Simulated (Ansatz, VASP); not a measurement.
# CoSi2: VASP beside Ansatz

```xyz
6
Lattice="-0.0003 -2.6568 -2.6567 -2.6575 0.0006 -2.6576 2.6520 2.6540 -5.3103" Properties=species:S:1:pos:R:3 pbc="T T T"
Co    0.0004   -0.0005    0.0000
Co   -0.0034   -0.0004   -5.3119
Si    1.3240    1.3257   -3.9819
Si   -1.3302   -1.3302   -3.9839
Si    1.3253    1.3270   -6.6408
Si   -1.3305   -1.3274   -6.6431
```

Change from the starting cell: atom 6 moved 0.06 Å; relaxed back.

Alike in both runs: functional PBEsol; k mesh 12 × 12 × 10; occupations gaussian, width 0.15 eV; no spin polarisation.

Ansatz relaxed the structure, and its values are those at the end. VASP's run is a single point on that final structure, the one shown.

|  | VASP | Ansatz |
| --- | --- | --- |
| version | VASP 6.6.1 | Ansatz 0.2.0 |
| potentials or method | VASP PAW PBE potentials, release 64 (Co, Si), cutoff 520 eV | scalar-relativistic, plane waves, PAW |
| valence electrons in the cell | 34 | 50 |

```tsv
	VASP	Ansatz	Ansatz less VASP
gap on the k mesh at the Fermi level (eV)	none	none	-
pressure (GPa)	0.1	0.0	-0.15
```

VASP's potentials were made for PBE, not for PBEsol. A gap of «none» marks a metal or a gap that the smearing closes. The functional is the same, so the differences come from potentials, cutoffs and numerics. VASP's potentials hold 34 valence electrons a cell and Ansatz's 50, so a difference there can come from the potentials and not from the codes.
